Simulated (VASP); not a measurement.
# ZrB2 (P6/mmm) in VASP: a series of runs, part 2 of 3

VASP 6.6.1. Earlier steps stand in the parts before.

## 3. Electric field gradients, PBE (zz strain of -1 %)

INCAR

```
PREC = Accurate
ENCUT = 520
EDIFF = 1E-8
ISMEAR = -1
SIGMA = 0.05
LREAL = False
LASPH = True
NELM = 100
ALGO = Normal
ISIF = 2
LWAVE = False
LCHARG = False
GGA = PE
LEFG = True
NBANDS = 16
```

KPOINTS

```
Automatic mesh
0
Gamma
  12 12 9
```

POSCAR

```
ZrB2
1.0
    3.1649998255      0.0000000000      0.0000000000
   -1.5824999128      2.7409702519      0.0000000000
    0.0000000000      0.0000000000      3.4848000000
Zr B
1 2
Direct
    0.0000000000      0.0000000000      0.0000000000
    0.3333333333      0.6666666667      0.5000000000
    0.6666666667      0.3333333333      0.5000000000
```

Potentials or basis: VASP PAW PBE potentials, release 64 (Zr_sv, B).

Launch:

```sh
> cat potpaw_PBE.64/Zr_sv/POTCAR potpaw_PBE.64/B/POTCAR > POTCAR
> mpirun -np 1 vasp_std > vasp.out
```

OUTCAR:

```text
PREC = Accurate
   ENCUT = 520
   EDIFF = 1E-8
   ISMEAR = -1
   LREAL = False
   LASPH = True
   NELM = 100
   ISIF = 2
   GGA = PE

 ion  position               nearest neighbor table
   1  0.000  0.000  0.000-   2 2.52   3 2.52   2 2.52   3 2.52   3 2.52   3 2.52   2 2.52   2 2.52
                             3 2.52   3 2.52   2 2.52   2 2.52
   2  0.333  0.667  0.500-   3 1.83   3 1.83   3 1.83   1 2.52   1 2.52   1 2.52   1 2.52   1 2.52
                             1 2.52
   3  0.667  0.333  0.500-   2 1.83   2 1.83   2 1.83   1 2.52   1 2.52   1 2.52   1 2.52   1 2.52
                             1 2.52

  LATTYP: Found a hexagonal cell.
 ALAT       =     3.1649998255
 C/A-ratio  =     1.1010427147

  Lattice vectors:

 A1 = (   3.1649998255,   0.0000000000,   0.0000000000)
 A2 = (  -1.5824999128,   2.7409702519,   0.0000000000)
 A3 = (   0.0000000000,   0.0000000000,   3.4848000000)

Analysis of symmetry for initial positions (statically):
=====================================================================
 Subroutine PRICEL returns:
 Original cell was already a primitive cell.

 Routine SETGRP: Setting up the symmetry group for a
 hexagonal supercell.

 Subroutine GETGRP returns: Found 24 space group operations
 (whereof 24 operations were pure point group operations)
 out of a pool of 24 trial point group operations.

The static configuration has the point symmetry D_6h.

Analysis of symmetry for dynamics (positions and initial velocities):
=====================================================================
 Subroutine PRICEL returns:
 Original cell was already a primitive cell.

 Routine SETGRP: Setting up the symmetry group for a
 hexagonal supercell.

 Subroutine GETGRP returns: Found 24 space group operations
 (whereof 24 operations were pure point group operations)
 out of a pool of 24 trial point group operations.

The dynamic configuration has the point symmetry D_6h.

 Subroutine INISYM returns: Found 24 space group operations
 (whereof 24 operations are pure point group operations),
 and found     1 'primitive' translations

----------------------------------------------------------------------------------------

                                     Primitive cell

  volume of cell :      30.2312

  direct lattice vectors                    reciprocal lattice vectors
     3.164999825  0.000000000  0.000000000     0.315955784  0.182417157  0.000000000
    -1.582499913  2.740970252  0.000000000     0.000000000  0.364834313  0.000000000
     0.000000000  0.000000000  3.484800000     0.000000000  0.000000000  0.286960514

  length of vectors
     3.164999825  3.164999826  3.484800000     0.364834313  0.364834313  0.286960514

  position of ions in fractional coordinates (direct lattice)
     0.000000000  0.000000000  0.000000000
     0.333333333  0.666666667  0.500000000
     0.666666667  0.333333333  0.500000000

  ion indices of the primitive-cell ions
   primitive index   ion index
                 1           1
                 2           2
                 3           3

----------------------------------------------------------------------------------------
[... 80 lines left out ...]
   PSTRESS=    0.0 pullay stress
   NELECT =      18.0000    total number of electrons
   NUPDOWN=      -1.0000    fix difference up-down
   EMIN   =  10.00;   EMAX   =-10.00  energy-range for DOS
   EFERMI =   0.00;   METHOD = LEGACY
   ISMEAR =    -1;   SIGMA  =   0.05  broadening in eV -4-tet -1-fermi 0-gaus
   EFERMI_NEDOS =   21; number of points for ismear=-14 and -15
   IALGO  =     38    algorithm
   IMIX   =      4    mixing-type and parameters
     AMIX     =   0.40;   BMIX     =  1.00
     AMIX_MAG =   1.60;   BMIX_MAG =  1.00
  volume/ion in A,a.u.               =      10.08        68.00
  Fermi-wavevector in a.u.,A,eV,Ry     =   1.377253  2.602631 25.807880  1.896826
  Thomas-Fermi vector in A             =   2.502423
   LORBIT       =      0    0 simple, 1 ext, 2 COOP (PROOUT), +10 PAW based schemes
   GGA     = PE    functional components
   LHFCALC =     F    Hartree Fock is set to
   AEXX    =    0.0000 exact exchange contribution
   IVDW    =     0    specifies the selected vdW correction
   LEPSILON=     F    determine dielectric tensor
   LRPA    =     F    only Hartree local field effects (RPA)
 non-spin polarized calculation
  energy-cutoff  :      520.00
  volume of cell :       30.23
 maximum number of plane-waves:       832
 NGX is ok and might be reduce to    24
   NGX = 11   NGY = 11   NGZ = 13

 number of electron      18.0000000 magnetization

 Free energy of the ion-electron system (eV)
  ---------------------------------------------------
  ext. energy  EPLUGINS =         0.00000000
  ---------------------------------------------------
  free energy    TOTEN  =       -24.96755398 eV

  energy without entropy =      -24.96559751  energy(sigma->0) =      -24.96657575

 E-fermi :  10.7993     XC(G=0): -12.5247

 val. band max:       10.6174199595   @ k =   0.0000   0.0000   0.2222
 cond. band min:      10.7998516920   @ k =   0.1667   0.1667   0.1111
 fundamental gap:      0.1824317325
 Fermi energy:        10.7992700253

 k-point     1 :       0.0000    0.0000    0.0000
  band No.  band energies     occupation
      1     -37.8431      2.00000
      2     -16.0308      2.00000
      3     -15.4803      2.00000
      4     -15.4803      2.00000
      5      -2.0763      2.00000
      6       7.9677      2.00000
[... 433 lines left out ...]
      3     -15.9397      2.00000
      4     -15.6411      2.00000
      5       0.0023      2.00000
      6       4.1780      2.00000
[... 8 lines left out ...]
     15      18.5461      0.00000
     16      21.4839      0.00000

 [... further k-points ...]
[... 5 lines left out ...]
  --------------------------------------------------------------------------------------
  -------------------------------------------------------------------------------------
  Total        0.6287766      0.6287766      1.5605688     -0.0000000      0.0000000      0.0000000
  in kB       33.3235355     33.3235355     82.7061181     -0.0000000      0.0000000      0.0000000
  external PRESSURE =      49.7843964 kB  Pullay stress =       0.0000000 kB

 VOLUME and BASIS-vectors are now :
 -----------------------------------------------------------------------------
  energy-cutoff  :      520.00
  volume of cell :       30.23
      direct lattice vectors                 reciprocal lattice vectors
     3.164999825  0.000000000  0.000000000     0.315955784  0.182417157  0.000000000
    -1.582499913  2.740970252  0.000000000     0.000000000  0.364834313  0.000000000
     0.000000000  0.000000000  3.484800000     0.000000000  0.000000000  0.286960514

 POSITION                                       TOTAL-FORCE (eV/Angst)
 -----------------------------------------------------------------------------------
      0.00000      0.00000      0.00000         0.000000      0.000000      0.000000
     -0.00000      1.82731      1.74240        -0.000000      0.000000      0.000000
      1.58250      0.91366      1.74240         0.000000     -0.000000      0.000000
 -----------------------------------------------------------------------------------
    total drift:                               -0.000000      0.000000     -0.000000

  FREE ENERGIE OF THE ION-ELECTRON SYSTEM (eV)
  ---------------------------------------------------
  free  energy   TOTEN  =       -24.9675539834 eV

  energy  without entropy=      -24.9655975142  energy(sigma->0) =      -24.96657575

 Electric field gradients (V/A^2)
---------------------------------------------------------------------
 ion       V_xx      V_yy      V_zz      V_xy      V_xz      V_yz
---------------------------------------------------------------------
   1     -20.021   -20.021    40.042    -0.000    -0.000    -0.000
   2      -0.520    -0.520     1.040    -0.000     0.000    -0.000
   3      -0.520    -0.520     1.040    -0.000     0.000    -0.000
---------------------------------------------------------------------

 Electric field gradients after diagonalization (V/A^2)
 (convention: |V_zz| > |V_xx| > |V_yy|)
----------------------------------------------------------------------
 ion       V_xx      V_yy      V_zz     asymmetry (V_yy - V_xx)/ V_zz
----------------------------------------------------------------------
   1     -20.021   -20.021    40.042       0.000
   2      -0.520    -0.520     1.040       0.000
   3      -0.520    -0.520     1.040       0.000
----------------------------------------------------------------------

           NMR quadrupolar parameters

 Cq : quadrupolar parameter    Cq=e*Q*V_zz/h
 eta: asymmetry parameters     (V_yy - V_xx)/ V_zz
 Q  : nuclear electric quadrupole moment in mb (millibarn)
----------------------------------------------------------------------
 ion       Cq(MHz)       eta       Q (mb)
----------------------------------------------------------------------
   1       0.097       0.000       1.000
   2       0.003       0.000       1.000
   3       0.003       0.000       1.000
----------------------------------------------------------------------
```

OSZICAR:

```text
N       E                     dE             d eps       ncg     rms          rms(c)
DAV:   1     0.103798498500E+03    0.10380E+03   -0.97825E+03  3040   0.113E+03
DAV:   2    -0.233987135283E+02   -0.12720E+03   -0.12247E+03  4016   0.290E+02
DAV:   3    -0.275596020604E+02   -0.41609E+01   -0.41450E+01  4648   0.452E+01
DAV:   4    -0.276192215069E+02   -0.59619E-01   -0.59612E-01  3688   0.508E+00
DAV:   5    -0.276204581458E+02   -0.12366E-02   -0.12366E-02  4536   0.512E-01    0.225E+01
DAV:   6    -0.250186873448E+02    0.26018E+01   -0.56714E+00  3952   0.161E+01    0.912E+00
DAV:   7    -0.249684799152E+02    0.50207E-01   -0.64312E-01  4192   0.505E+00    0.323E+00
DAV:   8    -0.249724654759E+02   -0.39856E-02   -0.10349E-01  3720   0.262E+00    0.434E-01
DAV:   9    -0.249678809762E+02    0.45845E-02   -0.22193E-02  3768   0.112E+00    0.217E-01
DAV:  10    -0.249675467625E+02    0.33421E-03   -0.16986E-03  3552   0.376E-01    0.365E-02
DAV:  11    -0.249675560886E+02   -0.93261E-05   -0.62490E-05  4056   0.744E-02    0.106E-02
DAV:  12    -0.249675540051E+02    0.20834E-05   -0.28937E-06  3728   0.147E-02    0.588E-03
DAV:  13    -0.249675539934E+02    0.11788E-07   -0.30365E-07  4512   0.511E-03    0.156E-03
DAV:  14    -0.249675539834E+02    0.99392E-08   -0.15109E-08  2744   0.125E-03
   1 F= -.24967554E+02 E0= -.24966576E+02  d E =-.195647E-02
```

It took 69 s on 1 thread of Intel Xeon 8259CL, shared host; peak memory 0.17 GiB.

Results:

```yaml
Free_energy: -24.9676 eV
Pressure: 5.0 GPa
Band_gap_on_the_k_mesh: zero (band 9 reaches 11.39 eV, above the bottom of band 10 at 10.22 eV)
```

Stress tensor (GPa, compression positive):
```
3.33 0.00 0.00
0.00 3.33 0.00
0.00 0.00 8.27
```

Levels at points of the mesh, in eV from the Fermi level:
```
           k point  band 6  band 7  band 8  band 9  band 10  band 11  band 12  band 13
(0.00, 0.00, 0.00)   -2.83   -2.83   -2.67   -2.33     3.39     3.39     4.28     4.28
(0.50, 0.00, 0.00)   -8.61   -3.96   -3.18   -2.82     2.22     2.29     4.86     5.02
```

Electric field gradients, principal values (V/Å²):
| atom | least | middle | greatest (by size) |
| --- | --- | --- | --- |
| 1 Zr | -20.021 | -20.021 | 40.042 |
| 2 B | -0.520 | -0.520 | 1.040 |
| 3 B | -0.520 | -0.520 | 1.040 |

Caveat: the cell differs from its parent crystal (zz strain of -1 %); without QUAD_EFG the Cq values of the log hold for a quadrupole moment of 1 mb, not for the nuclei.

## 4. Electric field gradients, PBE (zz strain of -1 %)

INCAR

```
SYSTEM = ZrB2
PREC     = Accurate       ! precision mode
ENCUT    = 520            ! plane-wave cutoff, eV
EDIFF    = 1E-8           ! SCF threshold, eV
ISMEAR   = -1             ! smearing method
SIGMA    = 0.05           ! smearing width, eV
LREAL    = .False.        ! projectors in reciprocal space
LASPH    = .True.         ! aspherical terms in the spheres
NELM     = 60             ! most SCF steps
ALGO     = Normal         ! electronic algorithm
ISIF     = 2              ! what is computed and relaxed
LWAVE    = .False.        ! write WAVECAR
LCHARG   = .False.        ! write CHGCAR
GGA      = PE             ! functional
LEFG     = .True.       
NBANDS   = 16             ! bands
```

KPOINTS

```
Automatic mesh
0
Gamma
  12 12 9
  0 0 0
```

POSCAR is that of step 3.

Potentials or basis: VASP PAW PBE potentials, release 64 (Zr_sv, B).

Launch:

```sh
> cat potpaw_PBE.64/Zr_sv/POTCAR potpaw_PBE.64/B/POTCAR > POTCAR
> mpirun -np 1 vasp_std > vasp.out
```

OUTCAR:

```text
SYSTEM = ZrB2
   PREC = Accurate
   ENCUT = 520
   EDIFF = 1E-8
   ISMEAR = -1
   LREAL = .False.
   LASPH = .True.
   NELM = 60
   ISIF = 2
   GGA = PE

 ion  position               nearest neighbor table
   1  0.000  0.000  0.000-   2 2.52   3 2.52   2 2.52   3 2.52   3 2.52   3 2.52   2 2.52   2 2.52
                             3 2.52   3 2.52   2 2.52   2 2.52
   2  0.333  0.667  0.500-   3 1.83   3 1.83   3 1.83   1 2.52   1 2.52   1 2.52   1 2.52   1 2.52
                             1 2.52
   3  0.667  0.333  0.500-   2 1.83   2 1.83   2 1.83   1 2.52   1 2.52   1 2.52   1 2.52   1 2.52
                             1 2.52

  LATTYP: Found a hexagonal cell.
 ALAT       =     3.1649998255
 C/A-ratio  =     1.1010427147

  Lattice vectors:

 A1 = (   3.1649998255,   0.0000000000,   0.0000000000)
 A2 = (  -1.5824999128,   2.7409702519,   0.0000000000)
 A3 = (   0.0000000000,   0.0000000000,   3.4848000000)

Analysis of symmetry for initial positions (statically):
=====================================================================
 Subroutine PRICEL returns:
 Original cell was already a primitive cell.

 Routine SETGRP: Setting up the symmetry group for a
 hexagonal supercell.

 Subroutine GETGRP returns: Found 24 space group operations
 (whereof 24 operations were pure point group operations)
 out of a pool of 24 trial point group operations.

The static configuration has the point symmetry D_6h.

Analysis of symmetry for dynamics (positions and initial velocities):
=====================================================================
 Subroutine PRICEL returns:
 Original cell was already a primitive cell.

 Routine SETGRP: Setting up the symmetry group for a
[... 167 lines left out ...]
      3     -15.4803      2.00000
      4     -15.4803      2.00000
      5      -2.0763      2.00000
      6       7.9677      2.00000
[... 433 lines left out ...]
      3     -15.9397      2.00000
      4     -15.6411      2.00000
      5       0.0023      2.00000
      6       4.1780      2.00000
[... 8 lines left out ...]
     15      18.5461      0.00000
     16      21.4839      0.00000

 [... further k-points ...]
[... 5 lines left out ...]
  --------------------------------------------------------------------------------------
  -------------------------------------------------------------------------------------
  Total        0.6287766      0.6287766      1.5605688     -0.0000000      0.0000000      0.0000000
  in kB       33.3235355     33.3235355     82.7061181     -0.0000000      0.0000000      0.0000000
  external PRESSURE =      49.7843964 kB  Pullay stress =       0.0000000 kB

 VOLUME and BASIS-vectors are now :
 -----------------------------------------------------------------------------
  energy-cutoff  :      520.00
  volume of cell :       30.23
      direct lattice vectors                 reciprocal lattice vectors
     3.164999825  0.000000000  0.000000000     0.315955784  0.182417157  0.000000000
    -1.582499913  2.740970252  0.000000000     0.000000000  0.364834313  0.000000000
     0.000000000  0.000000000  3.484800000     0.000000000  0.000000000  0.286960514

 POSITION                                       TOTAL-FORCE (eV/Angst)
 -----------------------------------------------------------------------------------
      0.00000      0.00000      0.00000         0.000000      0.000000      0.000000
     -0.00000      1.82731      1.74240        -0.000000      0.000000      0.000000
      1.58250      0.91366      1.74240         0.000000     -0.000000      0.000000
 -----------------------------------------------------------------------------------
    total drift:                               -0.000000      0.000000     -0.000000

  FREE ENERGIE OF THE ION-ELECTRON SYSTEM (eV)
  ---------------------------------------------------
  free  energy   TOTEN  =       -24.9675539834 eV

  energy  without entropy=      -24.9655975142  energy(sigma->0) =      -24.96657575

 Electric field gradients (V/A^2)
---------------------------------------------------------------------
 ion       V_xx      V_yy      V_zz      V_xy      V_xz      V_yz
---------------------------------------------------------------------
   1     -20.021   -20.021    40.042    -0.000    -0.000    -0.000
   2      -0.520    -0.520     1.040    -0.000     0.000    -0.000
   3      -0.520    -0.520     1.040    -0.000     0.000    -0.000
---------------------------------------------------------------------

 Electric field gradients after diagonalization (V/A^2)
 (convention: |V_zz| > |V_xx| > |V_yy|)
----------------------------------------------------------------------
 ion       V_xx      V_yy      V_zz     asymmetry (V_yy - V_xx)/ V_zz
----------------------------------------------------------------------
   1     -20.021   -20.021    40.042       0.000
   2      -0.520    -0.520     1.040       0.000
   3      -0.520    -0.520     1.040       0.000
----------------------------------------------------------------------

           NMR quadrupolar parameters

 Cq : quadrupolar parameter    Cq=e*Q*V_zz/h
 eta: asymmetry parameters     (V_yy - V_xx)/ V_zz
 Q  : nuclear electric quadrupole moment in mb (millibarn)
----------------------------------------------------------------------
 ion       Cq(MHz)       eta       Q (mb)
----------------------------------------------------------------------
   1       0.097       0.000       1.000
   2       0.003       0.000       1.000
   3       0.003       0.000       1.000
----------------------------------------------------------------------
```

stdout:

```text
POSCAR found type information on POSCAR ZrB
 POSCAR found :  2 types and       3 ions
 scaLAPACK will be used
 LDA part: xc-table for (Slater+PW92), standard interpolation
 POSCAR, INCAR and KPOINTS ok, starting setup
 FFT: planning ... GRIDC
 FFT: planning ... GRID_SOFT
 FFT: planning ... GRID
 WAVECAR not read
 entering main loop
ion   1

ion   2

ion   3
```

Run time: 64 s. Hardware: 1 thread of Intel Xeon 8259CL, shared host; peak memory 0.17 GiB.

What came out:

* Free energy: -24.9676 eV
* Pressure: 5.0 GPa
* Band gap on the k mesh: zero (band 9 reaches 11.39 eV, above the bottom of band 10 at 10.22 eV)

Electric field gradients, principal values (V/Å²):
```tsv
atom	least	middle	greatest (by size)
1 Zr	-20.021	-20.021	40.042
2 B	-0.520	-0.520	1.040
3 B	-0.520	-0.520	1.040
```

Caveat: the cell differs from its parent crystal (zz strain of -1 %); without QUAD_EFG the Cq values of the log hold for a quadrupole moment of 1 mb, not for the nuclei.

[end of part 2 of 3]
